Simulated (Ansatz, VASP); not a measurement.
## Two plane-wave programs on P

```
CELL_PARAMETERS angstrom
1.72573 0.99635 3.08273
-1.72573 0.99635 3.08273
0.00000 -1.99270 3.08273
ATOMIC_POSITIONS crystal
P 0.22708 0.22708 0.22708
P 0.77292 0.77292 0.77292
```

Change from the starting cell: strain +0.000 along x and y, -0.015 along z, atoms carried along.

Alike in both runs: task single point; functional r2SCAN; k mesh 18 × 18 × 18; occupations gaussian, width 0.15 eV; no spin polarisation.

|  | VASP | Ansatz |
| --- | --- | --- |
| version | VASP 6.6.1 | Ansatz 0.2.0 |
| potentials or method | VASP PAW PBE potentials, release 64 (P), cutoff 520 eV | scalar-relativistic, plane waves, PAW |
| valence electrons in the cell | 10 | 10 |

Ansatz gave:

- gap on the k mesh at the Fermi level (eV): none
- pressure (GPa): 1.7
- traceless stress, the component that is largest in VASP (GPa): -0.10
- rms of the force components (eV/Å): 0.136

Task: What did VASP give for the same quantities?

Result: gap on the k mesh at the Fermi level (eV): none; pressure (GPa): 1.1; traceless stress, the component that is largest in VASP (GPa): 0.07; rms of the force components (eV/Å): 0.085.

VASP's potentials were made for PBE, not for r2SCAN. Atom by atom the forces differ by 0.051 eV/Å (rms over components). A gap of «none» marks a metal or a gap that the smearing closes.
